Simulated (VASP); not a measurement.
Set up this calculation in VASP 6.6.1, as the native input.

| Quantity | Value |
| --- | --- |
| Task | single point |
| Functional | PBEsol |
| Potentials or basis | VASP PAW PBE potentials, release 64 (Bi_d, Te) |
| Cutoff | 520 eV |
| k mesh | 7 × 7 × 7 |
| Occupations | fermi-dirac, width 0.05 eV |
| Spin | no spin polarisation |
| Dipole correction | no |
| Further INCAR settings | ALGO = Normal; EDIFF = 1e-06; NBANDS = 18 |

The structure of BiTe lies in POSCAR:

```
BiTe
1.0
    2.3732508797      1.3701970343      3.2495731172
   -2.3732508797      1.3701970343      3.2495731172
    0.0000000000     -2.7403940685      3.2495731172
Bi Te
1 1
Direct
    0.5000000000      0.5000000000      0.5000000000
    0.0000000000      0.0000000000      0.0000000000
```

This cell differs from its parent crystal: volume scaled by 0.94.

The input as run:

INCAR

```
SYSTEM = BiTe
PREC = Accurate
ENCUT = 520
EDIFF = 1E-6
ISMEAR = -1
SIGMA = 0.05
LREAL = .False.
LASPH = .True.
NELM = 80
ALGO = Normal
ISIF = 2
LWAVE = .False.
LCHARG = .False.
GGA = PS
NBANDS = 18
```

KPOINTS

```
regular mesh
0
Gamma
  7 7 7
  0 0 0
```

Potentials or basis: VASP PAW PBE potentials, release 64 (Bi_d, Te).

Command:

```sh
$ cat potpaw_PBE.64/Bi_d/POTCAR potpaw_PBE.64/Te/POTCAR > POTCAR
$ mpirun -np 1 vasp_std > vasp.out
```

It gave:

```yaml
Pressure: 0.8 GPa
```

Caveat: the PAW data sets were made with another functional, which shifts forces and pressure a little.

Run time: 26 s on 1 thread of Intel(R) Xeon(R) Platinum 8488C (Sapphire Rapids), with other jobs on the host, peak memory 0.2 GiB.
